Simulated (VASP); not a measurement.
# SiGeW3 (Pm-3m) in VASP: notebook

Runs on SiGeW3. Level: PBE. Tasks: single point, relaxation of cell and atoms.

All numbers are computed with VASP 6.6.1; they aren't measurements. Logs are shortened: lines on timing, memory, paths and dates and some standing lists are left out, and cuts for length are marked.

## (1) The cell of the first run

Symmetry: Pm-3m, No. 221, cubic system. Conventional cell: a = 4.276 Å, b = 4.276 Å, c = 4.276 Å, α = 90.00°, β = 90.00°, γ = 90.00°. Within 2.8 Å of Si (site symmetry m-3m) lie 6 W at 2.14 Å. Within 4.0 Å of Ge (site symmetry m-3m) lie 12 W at 3.02 Å and 8 Si at 3.70 Å. W (site symmetry 4/mmm) has 2 Si at 2.14 Å within 2.8 Å.

## (2) Single point, PBE

File INCAR:

```
SYSTEM = SiGeW3
ALGO     = Normal         ! electronic algorithm
EDIFF    = 1E-6           ! SCF threshold, eV
ENCUT    = 520            ! plane-wave cutoff, eV
GGA      = PE             ! functional
ISIF     = 2              ! what is computed and relaxed
ISMEAR   = 0              ! smearing method
LASPH    = .True.         ! aspherical terms in the spheres
LCHARG   = .False.        ! write CHGCAR
LREAL    = .False.        ! projectors in reciprocal space
LWAVE    = .False.        ! write WAVECAR
NBANDS   = 38             ! bands
NELM     = 100            ! most SCF steps
PREC     = Accurate       ! precision mode
SIGMA    = 0.1            ! smearing width, eV
```

File KPOINTS:

```
k-points
0
Gamma
  4 4 4
  0 0 0
```

File POSCAR:

```
SiGeW3
1.0
    4.2761563600      0.0000000000      0.0000000000
    0.0000000000      4.2761563600      0.0000000000
    0.0000000000      0.0000000000      4.2761563600
Si Ge W
1 1 3
Direct
    0.5000000000      0.5000000000      0.5000000000
    0.0000000000      0.0000000000      0.0000000000
    0.0000000000      0.5000000000      0.5000000000
    0.5000000000      0.0000000000      0.5000000000
    0.5000000000      0.5000000000      0.0000000000
```

Potentials or basis: VASP PAW PBE potentials, release 64 (Si, Ge_d, W_sv).

Launch:

```bash
$ cat potpaw_PBE.64/Si/POTCAR potpaw_PBE.64/Ge_d/POTCAR potpaw_PBE.64/W_sv/POTCAR > POTCAR
$ mpirun -np 1 vasp_std > vasp.out
```

OUTCAR:

```text
SYSTEM = SiGeW3
   EDIFF = 1E-6
   ENCUT = 520
   GGA = PE
   ISIF = 2
   ISMEAR = 0
   LASPH = .True.
   LREAL = .False.
   NELM = 100
   PREC = Accurate

 ion  position               nearest neighbor table
   1  0.500  0.500  0.500-   3 2.14   4 2.14   5 2.14   5 2.14   4 2.14   3 2.14
   2  0.000  0.000  0.000-   3 3.02   4 3.02   5 3.02   3 3.02   4 3.02   3 3.02   5 3.02   3 3.02
                             4 3.02   5 3.02   4 3.02   5 3.02
   3  0.000  0.500  0.500-   1 2.14   1 2.14   4 3.02   5 3.02   2 3.02   5 3.02   2 3.02   4 3.02
                             2 3.02   2 3.02   4 3.02   5 3.02   5 3.02   4 3.02
   4  0.500  0.000  0.500-   1 2.14   1 2.14   3 3.02   5 3.02   2 3.02   5 3.02   2 3.02   3 3.02
                             5 3.02   5 3.02   2 3.02   3 3.02   2 3.02   3 3.02
   5  0.500  0.500  0.000-   1 2.14   1 2.14   3 3.02   4 3.02   2 3.02   3 3.02   4 3.02   2 3.02
                             4 3.02   4 3.02   2 3.02   3 3.02   3 3.02   2 3.02

  LATTYP: Found a simple cubic cell.
 ALAT       =     4.2761563600

  Lattice vectors:

 A1 = (   4.2761563600,   0.0000000000,   0.0000000000)
 A2 = (   0.0000000000,   4.2761563600,   0.0000000000)
 A3 = (   0.0000000000,   0.0000000000,   4.2761563600)

Analysis of symmetry for initial positions (statically):
=====================================================================
 Subroutine PRICEL returns:
 Original cell was already a primitive cell.

 Routine SETGRP: Setting up the symmetry group for a
 simple cubic supercell.

 Subroutine GETGRP returns: Found 48 space group operations
 (whereof 48 operations were pure point group operations)
 out of a pool of 48 trial point group operations.

The static configuration has the point symmetry O_h .

Analysis of symmetry for dynamics (positions and initial velocities):
=====================================================================
 Subroutine PRICEL returns:
 Original cell was already a primitive cell.

 Routine SETGRP: Setting up the symmetry group for a
 simple cubic supercell.

 Subroutine GETGRP returns: Found 48 space group operations
 (whereof 48 operations were pure point group operations)
 out of a pool of 48 trial point group operations.

The dynamic configuration has the point symmetry O_h .

 Subroutine INISYM returns: Found 48 space group operations
 (whereof 48 operations are pure point group operations),
 and found     1 'primitive' translations

----------------------------------------------------------------------------------------

                                     Primitive cell

  volume of cell :      78.1917

  direct lattice vectors                    reciprocal lattice vectors
     4.276156360  0.000000000  0.000000000     0.233854872  0.000000000  0.000000000
     0.000000000  4.276156360  0.000000000     0.000000000  0.233854872  0.000000000
     0.000000000  0.000000000  4.276156360     0.000000000  0.000000000  0.233854872

  length of vectors
     4.276156360  4.276156360  4.276156360     0.233854872  0.233854872  0.233854872

  position of ions in fractional coordinates (direct lattice)
     0.500000000  0.500000000  0.500000000
     0.000000000  0.000000000  0.000000000
     0.000000000  0.500000000  0.500000000
     0.500000000  0.000000000  0.500000000
     0.500000000  0.500000000  0.000000000

  ion indices of the primitive-cell ions
   primitive index   ion index
                 1           1
                 2           2
                 3           3
                 4           4
                 5           5

----------------------------------------------------------------------------------------

 KPOINTS: k-points

Automatic generation of k-mesh.
 Grid dimensions read from file:
 generate k-points for:    4    4    4

 Generating k-lattice:

  Cartesian coordinates                     Fractional coordinates (reciprocal lattice)
     0.058463718  0.000000000  0.000000000     0.250000000  0.000000000  0.000000000
     0.000000000  0.058463718  0.000000000     0.000000000  0.250000000  0.000000000
     0.000000000  0.000000000  0.058463718     0.000000000  0.000000000  0.250000000

  Length of vectors
     0.058463718  0.058463718  0.058463718

  Shift w.r.t. Gamma in fractional coordinates (k-lattice)
     0.000000000  0.000000000  0.000000000

 Subroutine IBZKPT returns following result:
 ===========================================

 Found     10 irreducible k-points:

 Following reciprocal coordinates:
            Coordinates               Weight
  0.000000  0.000000  0.000000      1.000000
  0.250000  0.000000  0.000000      6.000000
  0.500000  0.000000  0.000000      3.000000
  0.250000  0.250000  0.000000     12.000000
  0.500000  0.250000  0.000000     12.000000
  0.500000  0.500000  0.000000      3.000000
  0.250000  0.250000  0.250000      8.000000
  0.500000  0.250000  0.250000     12.000000
  0.500000  0.500000  0.250000      6.000000
  0.500000  0.500000  0.500000      1.000000
   k-points           NKPTS =     10   k-points in BZ     NKDIM =     10   number of bands    NBANDS=     38
   number of dos      NEDOS =    301   number of ions     NIONS =      5
   total plane-waves  NPLWV =  32768
   dimension x,y,z NGX =    32 NGY =   32 NGZ =   32
   dimension x,y,z NGXF=    64 NGYF=   64 NGZF=   64
   ions per type =               1   1   3
   NGX,Y,Z   is equivalent  to a cutoff of  12.44, 12.44, 12.44 a.u.
   NGXF,Y,Z  is equivalent  to a cutoff of  24.88, 24.88, 24.88 a.u.
 SYSTEM =  SiGeW3
   PREC   = accura    normal or accurate (medium, high low for compatibility)
   ISTART =      0    job   : 0-new  1-cont  2-samecut
   ICHARG =      2    charge: 1-file 2-atom 10-const
   ISPIN  =      1    spin polarized calculation?
   LNONCOLLINEAR =      F non collinear calculations
   LSORBIT =      F    spin-orbit coupling
   LASPH  =      T    aspherical Exc in radial PAW
   ENCUT  =  520.0 eV  38.22 Ry    6.18 a.u.   7.95  7.95  7.95*2*pi/ulx,y,z
   NELM   =    100;   NELMIN=  2; NELMDL= -5     # of ELM steps
   EDIFF  = 0.1E-05   stopping-criterion for ELM
   LREAL  =      F    real-space projection
   EDIFFG = 0.1E-04   stopping-criterion for IOM
   NSW    =      0    number of steps for IOM
   IBRION =     -1    ionic relax: 0-MD 1-quasi-New 2-CG
   NFREE  =      0    steps in history (QN), initial steepest desc. (CG)
   ISIF   =      2    stress and relaxation
   ISYM   =      2    0-nonsym 1-usesym 2-fastsym
   POTIM  = 0.5000    time-step for ionic-motion
   TEBEG  =    0.0;   TEEND  =   0.0 temperature during run
   PSTRESS=    0.0 pullay stress
   NELECT =      60.0000    total number of electrons
   NUPDOWN=      -1.0000    fix difference up-down
   EMIN   =  10.00;   EMAX   =-10.00  energy-range for DOS
   EFERMI =   0.00;   METHOD = LEGACY
   ISMEAR =     0;   SIGMA  =   0.10  broadening in eV -4-tet -1-fermi 0-gaus
   EFERMI_NEDOS =   21; number of points for ismear=-14 and -15
   IALGO  =     38    algorithm
   IMIX   =      4    mixing-type and parameters
     AMIX     =   0.40;   BMIX     =  1.00
     AMIX_MAG =   1.60;   BMIX_MAG =  1.00
  volume/ion in A,a.u.               =      15.64       105.53
  Fermi-wavevector in a.u.,A,eV,Ry     =   1.498782  2.832286 30.563395  2.246346
  Thomas-Fermi vector in A             =   2.610496
   LORBIT       =      0    0 simple, 1 ext, 2 COOP (PROOUT), +10 PAW based schemes
   GGA     = PE    functional components
   LHFCALC =     F    Hartree Fock is set to
   AEXX    =    0.0000 exact exchange contribution
   IVDW    =     0    specifies the selected vdW correction
   LEPSILON=     F    determine dielectric tensor
   LRPA    =     F    only Hartree local field effects (RPA)
 non-spin polarized calculation
 Gauss-broadening in eV      SIGMA  =   0.10
  energy-cutoff  :      520.00
  volume of cell :       78.19
 maximum number of plane-waves:      2176
 NGX is ok and might be reduce to    32
   NGX = 15   NGY = 15   NGZ = 15

 number of electron      59.9999957 magnetization

 Free energy of the ion-electron system (eV)
  ---------------------------------------------------
  ext. energy  EPLUGINS =         0.00000000
  ---------------------------------------------------
  free energy    TOTEN  =       -40.31990218 eV

  energy without entropy =      -40.29863723  energy(sigma->0) =      -40.30926971

 E-fermi :  10.1908     XC(G=0): -12.7108

 val. band max:       10.1725306340   @ k =   0.0000   0.0000   0.0000
 cond. band min:      10.2145338904   @ k =   0.2500   0.0000   0.0000
 fundamental gap:      0.0420032564
 Fermi energy:        10.1907891504

 k-point     1 :       0.0000    0.0000    0.0000
  band No.  band energies     occupation
      1     -63.6470      2.00000
      2     -63.5934      2.00000
      3     -63.5934      2.00000
      4     -28.2707      2.00000
      5     -28.2707      2.00000
      6     -28.2707      2.00000
[... 30 lines left out ...]
     37      13.8358      0.00000
     38      14.1459      0.00000

 k-point     2 :       0.2500    0.0000    0.0000
  band No.  band energies     occupation
      1     -63.6401      2.00000
      2     -63.6000      2.00000
      3     -63.5934      2.00000
      4     -28.2356      2.00000
      5     -28.2356      2.00000
      6     -28.2147      2.00000
[... 30 lines left out ...]
     37      14.1488      0.00000
     38      14.7071      0.00000

 k-point     3 :       0.5000    0.0000    0.0000
  band No.  band energies     occupation
      1     -63.6291      2.00000
      2     -63.6104      2.00000
      3     -63.5933      2.00000
      4     -28.1922      2.00000
      5     -28.1922      2.00000
      6     -28.1138      2.00000
[... 30 lines left out ...]
     37      14.6215      0.00000
[... 207 lines left out ...]
 k-point     9 :       0.5000    0.5000    0.2500
  band No.  band energies     occupation
      1     -63.6108      2.00000
      2     -63.6104      2.00000
      3     -63.6104      2.00000
      4     -28.4964      2.00000
      5     -28.1162      2.00000
      6     -28.0576      2.00000
[... 30 lines left out ...]
     37      13.5604      0.00000
     38      14.9991      0.00000

 k-point    10 :       0.5000    0.5000    0.5000
  band No.  band energies     occupation
      1     -63.6104      2.00000
      2     -63.6104      2.00000
      3     -63.6104      2.00000
      4     -28.5879      2.00000
      5     -28.1155      2.00000
      6     -28.1155      2.00000
[... 30 lines left out ...]
     37      13.6287      0.00000
     38      15.5910      0.00000

------------------------ aborting loop because EDIFF is reached ----------------------------------------

  FORCE on cell =-STRESS in cart. coord.  units (eV):
  Direction    XX          YY          ZZ          XY          YZ          ZX
  --------------------------------------------------------------------------------------
  -------------------------------------------------------------------------------------
  Total       16.6253854     16.6253854     16.6253854      0.0000000      0.0000000     -0.0000000
  in kB      340.6603383    340.6603383    340.6603383      0.0000000      0.0000000     -0.0000000
  external PRESSURE =     340.6603383 kB  Pullay stress =       0.0000000 kB

 VOLUME and BASIS-vectors are now :
 -----------------------------------------------------------------------------
  energy-cutoff  :      520.00
  volume of cell :       78.19
      direct lattice vectors                 reciprocal lattice vectors
     4.276156360  0.000000000  0.000000000     0.233854872  0.000000000  0.000000000
     0.000000000  4.276156360  0.000000000     0.000000000  0.233854872  0.000000000
     0.000000000  0.000000000  4.276156360     0.000000000  0.000000000  0.233854872

 POSITION                                       TOTAL-FORCE (eV/Angst)
 -----------------------------------------------------------------------------------
      2.13808      2.13808      2.13808         0.000000      0.000000      0.000000
      0.00000      0.00000      0.00000         0.000000      0.000000      0.000000
      0.00000      2.13808      2.13808         0.000000      0.000000      0.000000
      2.13808      0.00000      2.13808         0.000000      0.000000      0.000000
      2.13808      2.13808      0.00000         0.000000      0.000000      0.000000
 -----------------------------------------------------------------------------------
    total drift:                                0.000000     -0.000000     -0.000000

  FREE ENERGIE OF THE ION-ELECTRON SYSTEM (eV)
  ---------------------------------------------------
  free  energy   TOTEN  =       -40.3199021816 eV

  energy  without entropy=      -40.2986372303  energy(sigma->0) =      -40.30926971
```

It took 20 s on 1 thread of Intel Xeon Platinum 8259CL at 2.50GHz (Skylake/Cascade Lake), shared host; peak memory 0.19 GiB.

Results:

```
Free energy            : -40.3199 eV
Pressure               : 34.1 GPa
Band gap on the k mesh : zero (band 30 reaches 10.68 eV, above the bottom of band 31 at 8.98 eV)
```

Levels at points of the mesh, in eV from the Fermi level:
```
           k point  band 26  band 27  band 28  band 29  band 30  band 31  band 32  band 33  band 34  band 35
(0.00, 0.00, 0.00)    -2.05    -2.05    -0.02    -0.02     0.49     0.49     0.49     0.87     1.94     1.94
(0.50, 0.00, 0.00)    -3.22    -1.76    -0.81    -0.42    -0.15    -0.15     0.07     0.68     0.80     3.96
(0.50, 0.50, 0.00)    -2.14    -2.14    -0.95    -0.95    -0.70     0.36     0.94     0.98     1.68     2.93
(0.50, 0.50, 0.50)    -1.21    -1.21    -1.21    -1.21    -1.21    -1.21     1.16     1.41     1.41     3.44
```

Caveat: the k points lie up to 0.37 Å⁻¹ apart; spin-orbit coupling is left out, which moves the levels of the heavy elements.

## (3) Single point, PBE

This run uses another cell than the first one, of 18.21 Å³/atom, 1.164 times its volume.

File INCAR:

```
SYSTEM = SiGeW3
  ALGO = Normal
  EDIFF = 1E-7
  ENCUT = 520
  GGA = PE
  ISIF = 2
  ISMEAR = 0
  LASPH = .True.
  LCHARG = .True.
  LELF = .True.
  LREAL = .False.
  LVHAR = .True.
  LWAVE = .False.
  NBANDS = 38
  NELM = 80
  PREC = Accurate
  SIGMA = 0.1
```

KPOINTS is that of step 2.

POSCAR: that of step 2 with these lines changed.

```diff
@@ -2,5 +2,5 @@
 1.0
-    4.2761563600      0.0000000000      0.0000000000
-    0.0000000000      4.2761563600      0.0000000000
-    0.0000000000      0.0000000000      4.2761563600
+    4.4987047444      0.0000000000      0.0000000000
+    0.0000000000      4.4987047444      0.0000000000
+    0.0000000000      0.0000000000      4.4987047444
 Si Ge W
```

Potentials or basis: VASP PAW PBE potentials, release 64 (Si, Ge_d, W_sv).

Launch:

```bash
$ cat potpaw_PBE.64/Si/POTCAR potpaw_PBE.64/Ge_d/POTCAR potpaw_PBE.64/W_sv/POTCAR > POTCAR
$ mpirun -np 1 vasp_std > vasp.out
```

Run time: 32 s. Hardware: 1 thread of Intel Xeon Platinum 8259CL at 2.50GHz (Skylake/Cascade Lake), shared host; peak memory 0.21 GiB.

Results (log left out):

```
Free energy            : -41.5218 eV
Pressure               : 0.2 GPa
Band gap on the k mesh : zero (band 30 reaches 8.39 eV, above the bottom of band 31 at 7.34 eV)
```

Levels at points of the mesh, in eV from the Fermi level:
| k point | band 28 | band 29 | band 30 | band 31 | band 32 | band 33 |
| --- | --- | --- | --- | --- | --- | --- |
| (0.00, 0.00, 0.00) | -0.03 | -0.03 | 0.01 | 0.41 | 0.41 | 0.41 |
| (0.50, 0.00, 0.00) | -0.67 | -0.28 | -0.06 | -0.06 | 0.03 | 0.20 |
| (0.50, 0.50, 0.00) | -0.79 | -0.79 | -0.63 | 0.27 | 0.75 | 0.81 |
| (0.50, 0.50, 0.50) | -1.03 | -0.98 | -0.98 | -0.98 | 0.56 | 1.13 |

Caveat: spin-orbit coupling is left out, which moves the levels of the heavy elements.

## (4) Single point, PBE

This run uses another cell than the first one, of 18.24 Å³/atom, 1.167 times its volume.

File INCAR:

```
PREC = Accurate
ENCUT = 520
EDIFF = 1E-6
ISMEAR = 0
SIGMA = 0.1
LREAL = F
LASPH = T
NELM = 60
ALGO = Fast
ISIF = 2
LWAVE = F
LCHARG = F
GGA = PE
NBANDS = 38
```

File KPOINTS:

```
Automatic mesh
0
Gamma
  8 8 8
```

POSCAR: that of step 3 with these lines changed.

```diff
@@ -2,5 +2,5 @@
 1.0
-    4.4987047444      0.0000000000      0.0000000000
-    0.0000000000      4.4987047444      0.0000000000
-    0.0000000000      0.0000000000      4.4987047444
+    4.5014149041      0.0000000000      0.0000000000
+    0.0000000000      4.5014149041      0.0000000000
+    0.0000000000      0.0000000000      4.5014149041
 Si Ge W
```

Launch:

```bash
$ cat potpaw_PBE.64/Si/POTCAR potpaw_PBE.64/Ge_d/POTCAR potpaw_PBE.64/W_sv/POTCAR > POTCAR
$ mpirun -np 1 vasp_std > vasp.out
```

Wall time 3.2 min (1 thread of Intel Xeon Platinum 8259CL at 2.50GHz (Skylake/Cascade Lake), shared host); peak memory 0.28 GiB.

It converged, with:

* Free energy: -41.5419 eV
* Pressure: 0.1 GPa
* Band gap on the k mesh: zero (band 30 reaches 8.59 eV, above the bottom of band 31 at 7.31 eV)

Levels at points of the mesh, in eV from the Fermi level:
| k point | band 27 | band 28 | band 29 | band 30 | band 31 | band 32 | band 33 | band 34 |
| --- | --- | --- | --- | --- | --- | --- | --- | --- |
| (0.00, 0.00, 0.00) | -1.93 | 0.05 | 0.05 | 0.10 | 0.49 | 0.49 | 0.49 | 1.62 |
| (0.50, 0.00, 0.00) | -1.32 | -0.59 | -0.19 | 0.02 | 0.02 | 0.11 | 0.28 | 0.67 |
| (0.50, 0.50, 0.00) | -1.63 | -0.70 | -0.70 | -0.55 | 0.35 | 0.83 | 0.89 | 1.40 |
| (0.50, 0.50, 0.50) | -0.95 | -0.95 | -0.89 | -0.89 | -0.89 | 0.65 | 1.20 | 1.20 |

Caveat: spin-orbit coupling is left out, which moves the levels of the heavy elements.

[end of part 1 of 2]
